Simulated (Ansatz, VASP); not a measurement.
**C: VASP beside Ansatz**

```
C
1.0
     0.00000    1.77687    1.77687
     1.77687    0.00000    1.77687
     1.77687    1.77687    0.00000
C
2
Direct
  0.00000 0.00000 0.00000
  0.25000 0.25000 0.25000
```

Alike in both runs: functional PBEsol; k mesh 10 × 10 × 10; occupations gaussian, width 0.02 eV; no spin polarisation.

Ansatz relaxed the structure, and its values are those at the end. VASP's run is a single point on that final structure, the one shown.

|  | VASP | Ansatz |
| --- | --- | --- |
| version | VASP 6.6.1 | Ansatz 0.2.0 |
| potentials or method | VASP PAW PBE potentials, release 64 (C), cutoff 600 eV | scalar-relativistic, plane waves, PAW |
| valence electrons in the cell | 8 | 8 |

Ansatz gave:

* gap on the k mesh at the Fermi level (eV): 4.07
* least direct gap on the mesh (eV): 5.57
* pressure (GPa): 0.0

**Question.** Which values does VASP return?

**Answer.** gap on the k mesh at the Fermi level (eV): 4.06; least direct gap on the mesh (eV): 5.57; pressure (GPa): 0.5.

VASP's potentials were made for PBE, not for PBEsol, and Ansatz warns of the same on its side.
